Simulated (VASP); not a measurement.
# Ru in VASP: a series of runs

Runs on Ru. Level: PBE. Tasks: single point.

All numbers are computed with VASP 6.6.1; they aren't measurements. Logs are shortened: lines on timing, memory, paths and dates and some standing lists are left out, and cuts for length are marked.

## 1. The cell of the first run

The cell holds a slab with vacuum, 1 atom: a = 2.721 Å, b = 2.721 Å, c = 16.000 Å, α = 90.00°, β = 90.00°, γ = 120.00°.

## 2. Single point, PBE

File INCAR:

```
  ALGO = Normal
  DIPOL = 0.5 0.5 0.500
  EDIFF = 1E-6
  ENCUT = 520
  GGA = PE
  IDIPOL = 3
  ISIF = 2
  ISMEAR = -1
  LASPH = T
  LCHARG = F
  LDIPOL = T
  LREAL = F
  LWAVE = F
  NBANDS = 13
  NELM = 60
  PREC = Accurate
  SIGMA = 0.08
```

File KPOINTS:

```
k-points
0
Gamma
  14 14 1
```

File POSCAR:

```
Ru
1.0
    2.7207384563      0.0000000000      0.0000000000
   -1.3603692282      2.3562286202      0.0000000000
    0.0000000000      0.0000000000     16.0000000000
Ru
1
Direct
    0.0000000000      0.0000000000      0.5000000000
```

Potentials or basis: VASP PAW PBE potentials, release 64 (Ru_pv).

Started as:

```console
$ cat potpaw_PBE.64/Ru_pv/POTCAR > POTCAR
$ mpirun -np 1 vasp_std > vasp.out
```

OUTCAR:

```text
EDIFF = 1E-6
   ENCUT = 520
   GGA = PE
   ISIF = 2
   ISMEAR = -1
   LASPH = T
   LREAL = F
   NELM = 60
   PREC = Accurate

 ion  position               nearest neighbor table
   1  0.000  0.000  0.500-

  LATTYP: Found a hexagonal cell.
 ALAT       =     2.7207384563
 C/A-ratio  =     5.8807563671

  Lattice vectors:

 A1 = (   2.7207384563,   0.0000000000,   0.0000000000)
 A2 = (  -1.3603692282,   2.3562286202,   0.0000000000)
 A3 = (   0.0000000000,   0.0000000000,  16.0000000000)

Analysis of symmetry for initial positions (statically):
=====================================================================
 Subroutine PRICEL returns:
 Original cell was already a primitive cell.

 Routine SETGRP: Setting up the symmetry group for a
 hexagonal supercell.

 Subroutine GETGRP returns: Found 24 space group operations
 (whereof 24 operations were pure point group operations)
 out of a pool of 24 trial point group operations.

The static configuration has the point symmetry D_6h.

Analysis of symmetry for dynamics (positions and initial velocities):
=====================================================================
 Subroutine PRICEL returns:
 Original cell was already a primitive cell.

 Routine SETGRP: Setting up the symmetry group for a
 hexagonal supercell.

 Subroutine GETGRP returns: Found 24 space group operations
 (whereof 24 operations were pure point group operations)
 out of a pool of 24 trial point group operations.

The dynamic configuration has the point symmetry D_6h.

 Subroutine INISYM returns: Found 24 space group operations
 (whereof 24 operations are pure point group operations),
 and found     1 'primitive' translations

----------------------------------------------------------------------------------------

                                     Primitive cell

  volume of cell :     102.5709

  direct lattice vectors                    reciprocal lattice vectors
     2.720738456  0.000000000  0.000000000     0.367547273  0.212203517  0.000000000
    -1.360369228  2.356228620  0.000000000     0.000000000  0.424407034  0.000000000
     0.000000000  0.000000000 16.000000000     0.000000000  0.000000000  0.062500000

  length of vectors
     2.720738456  2.720738456 16.000000000     0.424407034  0.424407034  0.062500000

  position of ions in fractional coordinates (direct lattice)
     0.000000000  0.000000000  0.500000000

  ion indices of the primitive-cell ions
   primitive index   ion index
                 1           1

----------------------------------------------------------------------------------------

 KPOINTS: k-points

Automatic generation of k-mesh.
 Grid dimensions read from file:
 generate k-points for:   14   14    1

 Generating k-lattice:

  Cartesian coordinates                     Fractional coordinates (reciprocal lattice)
     0.026253377  0.015157394  0.000000000     0.071428571  0.000000000  0.000000000
     0.000000000  0.030314788  0.000000000     0.000000000  0.071428571  0.000000000
     0.000000000  0.000000000  0.062500000     0.000000000  0.000000000  1.000000000

  Length of vectors
     0.030314788  0.030314788  0.062500000

  Shift w.r.t. Gamma in fractional coordinates (k-lattice)
     0.000000000  0.000000000  0.000000000

 Subroutine IBZKPT returns following result:
 ===========================================

 Found     24 irreducible k-points:

 Following reciprocal coordinates:
            Coordinates               Weight
  0.000000  0.000000  0.000000      1.000000
  0.071429  0.000000  0.000000      6.000000
  0.142857  0.000000  0.000000      6.000000
  0.214286  0.000000  0.000000      6.000000
  0.285714  0.000000  0.000000      6.000000
  0.357143  0.000000  0.000000      6.000000
[... 16 lines left out ...]
  0.285714  0.285714  0.000000      6.000000
  0.357143  0.285714  0.000000      6.000000
   k-points           NKPTS =     24   k-points in BZ     NKDIM =     24   number of bands    NBANDS=     13
   number of dos      NEDOS =    301   number of ions     NIONS =      1
   total plane-waves  NPLWV =  48000
   dimension x,y,z NGX =    20 NGY =   20 NGZ =  120
   dimension x,y,z NGXF=    40 NGYF=   40 NGZF=  240
   ions per type =               1
   NGX,Y,Z   is equivalent  to a cutoff of  12.22, 12.22, 12.47 a.u.
   NGXF,Y,Z  is equivalent  to a cutoff of  24.44, 24.44, 24.94 a.u.
 SYSTEM =  unknown system
   PREC   = accura    normal or accurate (medium, high low for compatibility)
   ISTART =      0    job   : 0-new  1-cont  2-samecut
   ICHARG =      2    charge: 1-file 2-atom 10-const
   ISPIN  =      1    spin polarized calculation?
   LNONCOLLINEAR =      F non collinear calculations
   LSORBIT =      F    spin-orbit coupling
   LASPH  =      T    aspherical Exc in radial PAW
   ENCUT  =  520.0 eV  38.22 Ry    6.18 a.u.   5.06  5.06 29.75*2*pi/ulx,y,z
   NELM   =     60;   NELMIN=  2; NELMDL= -5     # of ELM steps
   EDIFF  = 0.1E-05   stopping-criterion for ELM
   LREAL  =      F    real-space projection
   EDIFFG = 0.1E-04   stopping-criterion for IOM
   NSW    =      0    number of steps for IOM
   IBRION =     -1    ionic relax: 0-MD 1-quasi-New 2-CG
   NFREE  =      0    steps in history (QN), initial steepest desc. (CG)
   ISIF   =      2    stress and relaxation
   ISYM   =      2    0-nonsym 1-usesym 2-fastsym
   POTIM  = 0.5000    time-step for ionic-motion
   TEBEG  =    0.0;   TEEND  =   0.0 temperature during run
   PSTRESS=    0.0 pullay stress
   NELECT =      14.0000    total number of electrons
   NUPDOWN=      -1.0000    fix difference up-down
   EMIN   =  10.00;   EMAX   =-10.00  energy-range for DOS
   EFERMI =   0.00;   METHOD = LEGACY
   ISMEAR =    -1;   SIGMA  =   0.08  broadening in eV -4-tet -1-fermi 0-gaus
   EFERMI_NEDOS =   21; number of points for ismear=-14 and -15
   IALGO  =     38    algorithm
   IMIX   =      4    mixing-type and parameters
     AMIX     =   0.40;   BMIX     =  1.00
     AMIX_MAG =   1.60;   BMIX_MAG =  1.00
  volume/ion in A,a.u.               =     102.57       692.18
  Fermi-wavevector in a.u.,A,eV,Ry     =   0.842900  1.592850  9.666675  0.710481
  Thomas-Fermi vector in A             =   1.957681
   LORBIT       =      0    0 simple, 1 ext, 2 COOP (PROOUT), +10 PAW based schemes
   GGA     = PE    functional components
   LHFCALC =     F    Hartree Fock is set to
   AEXX    =    0.0000 exact exchange contribution
   IVDW    =     0    specifies the selected vdW correction
   LEPSILON=     F    determine dielectric tensor
   LRPA    =     F    only Hartree local field effects (RPA)
 non-spin polarized calculation
  energy-cutoff  :      520.00
  volume of cell :      102.57
 maximum number of plane-waves:      2785
   NGX = 11   NGY = 11   NGZ = 59

 number of electron      13.9999994 magnetization

 dipolmoment           0.000000      0.000000     -0.000000 electrons x Angstroem

 Free energy of the ion-electron system (eV)
  ---------------------------------------------------
  ext. energy  EPLUGINS =         0.00000000
  ---------------------------------------------------
  free energy    TOTEN  =        -6.65411408 eV

  energy without entropy =       -6.57120844  energy(sigma->0) =       -6.61266126

 E-fermi :  -3.2026     XC(G=0):  -3.1322

 val. band max:       -3.2059949795   @ k =   0.2857   0.1429   0.0000
 cond. band min:      -3.1987327337   @ k =   0.4286   0.0714   0.0000
 fundamental gap:      0.0072622459
 Fermi energy:        -3.2025852381

 k-point     1 :       0.0000    0.0000    0.0000
  band No.  band energies     occupation
      1     -45.4963      2.00000
      2     -45.2410      2.00000
      3     -45.2410      2.00000
      4      -8.1010      2.00000
      5      -4.6918      2.00000
      6      -4.6599      2.00000
      7      -4.6599      2.00000
      8      -2.3429      0.00004
      9      -2.3429      0.00004
     10      -1.6980      0.00000
     11       2.1378      0.00000
     12       2.8311      0.00000
     13       3.3364      0.00000

 k-point     2 :       0.0714    0.0000    0.0000
  band No.  band energies     occupation
      1     -45.4916      2.00000
      2     -45.2759      2.00000
      3     -45.2492      2.00000
      4      -7.9037      2.00000
      5      -4.7686      2.00000
      6      -4.6197      2.00000
      7      -4.5183      2.00000
      8      -2.9233      0.05917
      9      -2.3783      0.00007
     10      -1.0970      0.00000
     11       2.2703      0.00000
     12       2.9942      0.00000
     13       3.4675      0.00000

 k-point     3 :       0.1429    0.0000    0.0000
  band No.  band energies     occupation
      1     -45.4784      2.00000
      2     -45.3732      2.00000
      3     -45.2721      2.00000
      4      -7.3725      2.00000
      5      -5.0016      2.00000
      6      -4.4092      2.00000
      7      -4.1066      1.99998
      8      -3.6974      1.99589
      9      -2.4761      0.00023
     10      -0.2289      0.00000
     11       2.6674      0.00000
     12       3.4688      0.00000
     13       3.8611      0.00000
[... 305 lines left out ...]
 k-point    23 :       0.2857    0.2857    0.0000
  band No.  band energies     occupation
      1     -45.7913      2.00000
      2     -45.6165      2.00000
      3     -45.3927      2.00000
      4      -5.5299      2.00000
      5      -5.2148      2.00000
      6      -4.4582      2.00000
      7      -4.2689      2.00000
      8      -3.1103      0.47987
      9       3.3278      0.00000
     10       6.1821      0.00000
     11       6.8215      0.00000
     12       7.6484      0.00000
     13       8.0836      0.00000

 k-point    24 :       0.3571    0.2857    0.0000
  band No.  band energies     occupation
      1     -45.7687      2.00000
      2     -45.6655      2.00000
      3     -45.3897      2.00000
      4      -5.3505      2.00000
      5      -5.0674      2.00000
      6      -4.5319      2.00000
      7      -4.4678      2.00000
      8      -3.1378      0.61603
      9       4.8548      0.00000
     10       5.5279      0.00000
     11       7.0399      0.00000
     12       7.1921      0.00000
     13       8.0835      0.00000

------------------------ aborting loop because EDIFF is reached ----------------------------------------

 vacuum level on the upper side and lower side of the slab       (xc-potential included)        -0.141        -0.141

  FORCE on cell =-STRESS in cart. coord.  units (eV):
  Direction    XX          YY          ZZ          XY          YZ          ZX
  --------------------------------------------------------------------------------------
  -------------------------------------------------------------------------------------
  Total       -4.3331089     -4.3331089     -0.0097572      0.0000000     -0.0000000     -0.0000000
  in kB      -67.6839939    -67.6839939     -0.1524087      0.0000000     -0.0000000     -0.0000000
  external PRESSURE =     -45.1734655 kB  Pullay stress =       0.0000000 kB

 VOLUME and BASIS-vectors are now :
 -----------------------------------------------------------------------------
  energy-cutoff  :      520.00
  volume of cell :      102.57
      direct lattice vectors                 reciprocal lattice vectors
     2.720738456  0.000000000  0.000000000     0.367547273  0.212203517  0.000000000
    -1.360369228  2.356228620  0.000000000     0.000000000  0.424407034  0.000000000
     0.000000000  0.000000000 16.000000000     0.000000000  0.000000000  0.062500000

 POSITION                                       TOTAL-FORCE (eV/Angst)
 -----------------------------------------------------------------------------------
      0.00000      0.00000      8.00000         0.000000      0.000000      0.000000
 -----------------------------------------------------------------------------------
    total drift:                               -0.000000      0.000000     -0.000000

  FREE ENERGIE OF THE ION-ELECTRON SYSTEM (eV)
  ---------------------------------------------------
  free  energy   TOTEN  =        -6.6541140821 eV

  energy  without entropy=       -6.5712084355  energy(sigma->0) =       -6.61266126

 vacuum level on the upper side and lower side of the slab         2.432         2.432
```

Wall time 29 s (1 thread of Intel Xeon Platinum 8375C at 2.90GHz (Ice Lake), shared host); peak memory 0.21 GiB.

Results:

```
Free energy            : -6.6541 eV
Band gap on the k mesh : zero (band 7 reaches -2.89 eV, above the bottom of band 8 at -3.70 eV)
```

## 3. Single point, PBE

File INCAR:

```
SYSTEM = Ru
PREC     = Accurate       ! precision mode
ENCUT    = 520            ! plane-wave cutoff, eV
EDIFF    = 1E-6           ! SCF threshold, eV
ISMEAR   = -1             ! smearing method
SIGMA    = 0.08           ! smearing width, eV
LREAL    = .FALSE.        ! projectors in reciprocal space
LASPH    = .TRUE.         ! aspherical terms in the spheres
NELM     = 100            ! most SCF steps
ALGO     = Normal         ! electronic algorithm
ISIF     = 2              ! what is computed and relaxed
LWAVE    = .FALSE.        ! write WAVECAR
LCHARG   = .FALSE.        ! write CHGCAR
LDIPOL   = .TRUE.       
IDIPOL   = 3            
DIPOL    = 0.5 0.5 0.500
GGA      = PE             ! functional
NBANDS   = 13             ! bands
```

File KPOINTS:

```
regular mesh
0
G
  14 14 1
  0 0 0
```

POSCAR is that of step 2.

Potentials or basis: VASP PAW PBE potentials, release 64 (Ru_pv).

Started as:

```console
$ cat potpaw_PBE.64/Ru_pv/POTCAR > POTCAR
$ mpirun -np 1 vasp_std > vasp.out
```

Run time: 25 s. Hardware: 1 thread of Intel Xeon Platinum 8375C at 2.90GHz (Ice Lake), shared host; peak memory 0.21 GiB.

It converged, with:

| Quantity | Value |
| --- | --- |
| Free energy | -6.6541 eV |
| Band gap on the k mesh | zero (band 7 reaches -2.89 eV, above the bottom of band 8 at -3.70 eV) |

Levels at points of the mesh, in eV from the Fermi level:
```csv
k point,band 3,band 4,band 5,band 6,band 7,band 8,band 9,band 10,band 11,band 12
"(0.00, 0.00, 0.00)",-42.04,-4.90,-1.49,-1.46,-1.46,0.86,0.86,1.50,5.34,6.03
"(0.50, 0.00, 0.00)",-42.20,-4.18,-2.64,0.02,0.19,2.21,3.38,8.17,8.47,10.89
```
